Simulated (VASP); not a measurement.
A run of VASP 6.6.1 is set up as follows.

The input INCAR:

```
PREC = Accurate
ENCUT = 500
EDIFF = 1E-6
ISMEAR = -1
SIGMA = 0.05
LREAL = Auto
LASPH = T
NELM = 120
ALGO = Normal
ISIF = 2
LWAVE = F
LCHARG = F
GGA = PS
NBANDS = 326
ISYM = 0
GGA_COMPAT = F
NCORE = 4
```

The input KPOINTS:

```
Automatic mesh
0
Gamma
  1 1 1
  0.25 0.25 0.25
```

Contents of POSCAR:

```
AgI
1.0
   12.9015360000      0.0000000000      0.0000000000
    0.0000000000     12.9015360000      0.0000000000
    0.0000000000      0.0000000000     12.9015360000
Ag I
32 32
Direct
    0.0000000000      0.0000000000      0.0000000000
    0.0000000000      0.0000000000      0.5000000000
    0.0000000000      0.5000000000      0.0000000000
    0.0000000000      0.5000000000      0.5000000000
    0.5000000000      0.0000000000      0.0000000000
    0.5000000000      0.0000000000      0.5000000000
    0.5000000000      0.5000000000      0.0000000000
    0.5000000000      0.5000000000      0.5000000000
    0.2500000000      0.2500000000      0.0000000000
    0.2500000000      0.2500000000      0.5000000000
    0.2500000000      0.7500000000      0.0000000000
    0.2500000000      0.7500000000      0.5000000000
    0.7500000000      0.2500000000      0.0000000000
    0.7500000000      0.2500000000      0.5000000000
    0.7500000000      0.7500000000      0.0000000000
    0.7500000000      0.7500000000      0.5000000000
    0.2500000000      0.0000000000      0.2500000000
    0.2500000000      0.0000000000      0.7500000000
    0.2500000000      0.5000000000      0.2500000000
    0.2500000000      0.5000000000      0.7500000000
    0.7500000000      0.0000000000      0.2500000000
    0.7500000000      0.0000000000      0.7500000000
    0.7500000000      0.5000000000      0.2500000000
    0.7500000000      0.5000000000      0.7500000000
    0.0000000000      0.2500000000      0.2500000000
    0.0000000000      0.2500000000      0.7500000000
    0.0000000000      0.7500000000      0.2500000000
    0.0000000000      0.7500000000      0.7500000000
    0.5000000000      0.2500000000      0.2500000000
    0.5000000000      0.2500000000      0.7500000000
    0.5000000000      0.7500000000      0.2500000000
    0.5000000000      0.7500000000      0.7500000000
    0.1250000000      0.1250000000      0.1250000000
    0.1250000000      0.1250000000      0.6250000000
    0.1250000000      0.6250000000      0.1250000000
    0.1250000000      0.6250000000      0.6250000000
    0.6250000000      0.1250000000      0.1250000000
    0.6250000000      0.1250000000      0.6250000000
    0.6250000000      0.6250000000      0.1250000000
    0.6250000000      0.6250000000      0.6250000000
    0.3750000000      0.3750000000      0.1250000000
    0.3750000000      0.3750000000      0.6250000000
    0.3750000000      0.8750000000      0.1250000000
    0.3750000000      0.8750000000      0.6250000000
    0.8750000000      0.3750000000      0.1250000000
    0.8750000000      0.3750000000      0.6250000000
    0.8750000000      0.8750000000      0.1250000000
    0.8750000000      0.8750000000      0.6250000000
    0.3750000000      0.1250000000      0.3750000000
    0.3750000000      0.1250000000      0.8750000000
    0.3750000000      0.6250000000      0.3750000000
    0.3750000000      0.6250000000      0.8750000000
    0.8750000000      0.1250000000      0.3750000000
    0.8750000000      0.1250000000      0.8750000000
    0.8750000000      0.6250000000      0.3750000000
    0.8750000000      0.6250000000      0.8750000000
    0.1250000000      0.3750000000      0.3750000000
    0.1250000000      0.3750000000      0.8750000000
    0.1250000000      0.8750000000      0.3750000000
    0.1250000000      0.8750000000      0.8750000000
    0.6250000000      0.3750000000      0.3750000000
    0.6250000000      0.3750000000      0.8750000000
    0.6250000000      0.8750000000      0.3750000000
    0.6250000000      0.8750000000      0.8750000000
```

Potentials or basis: VASP PAW PBE potentials, release 64 (Ag, I).

Launch:

```bash
$ cat potpaw_PBE.64/Ag/POTCAR potpaw_PBE.64/I/POTCAR > POTCAR
$ mpirun -np 4 vasp_std > vasp.out
```

Q: Estimate the band gap on the k mesh.

A: 1.97 eV.

Q: Estimate the pressure.

A: 0.0 GPa.

Caveat: the PAW data sets were made with another functional, which shifts forces and pressure a little; spin-orbit coupling is left out, which moves the levels of the heavy elements. Expect the measured gap to be larger: semilocal functionals such as PBEsol lack the derivative discontinuity.
